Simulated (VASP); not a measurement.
Crystal: Sb.

```
Sb
1.0
     2.15420    1.24373    3.75800
    -2.15420    1.24373    3.75800
     0.00000   -2.48746    3.75800
Sb
2
Direct
  0.76651 0.76651 0.76651
  0.23349 0.23349 0.23349
```

Base run:

| Item | Value |
| --- | --- |
| Program | VASP 6.6.1 |
| Functional | RPBE |
| Potentials or basis | VASP PAW PBE potentials, release 64 (Sb) |
| Cutoff | 520 eV |
| k mesh | 8 × 8 × 8 |
| Occupations | fermi-dirac, width 0.05 eV |
| Spin | no spin polarisation |

Its results: band gap on the k mesh zero (band 5 reaches 7.50 eV, above the bottom of band 6 at 7.21 eV); pressure 4.1 GPa; largest force 0.227 eV/Å.

Task: After a change of settings the same cell gave: band gap on the k mesh zero (band 5 reaches 8.96 eV, above the bottom of band 6 at 8.68 eV); pressure 12.6 GPa; largest force 0.380 eV/Å. Which change was it?
A. functional from RPBE to LDA; potentials or basis from VASP PAW PBE potentials, release 64 (Sb) to VASP PAW LDA potentials, release 64 (Sb)
B. functional from RPBE to PBE; occupations from fermi-dirac, width 0.05 eV to gaussian, width 0.022 eV
C. dispersion from none to D4
D. functional from RPBE to PBE exchange alone; occupations from fermi-dirac, width 0.05 eV to fermi-dirac, width 0.1 eV

Result: D.

Caveats: spin-orbit coupling is left out, which moves the levels of the heavy elements; the PAW data sets were made with another functional, which shifts forces and pressure a little (some runs).
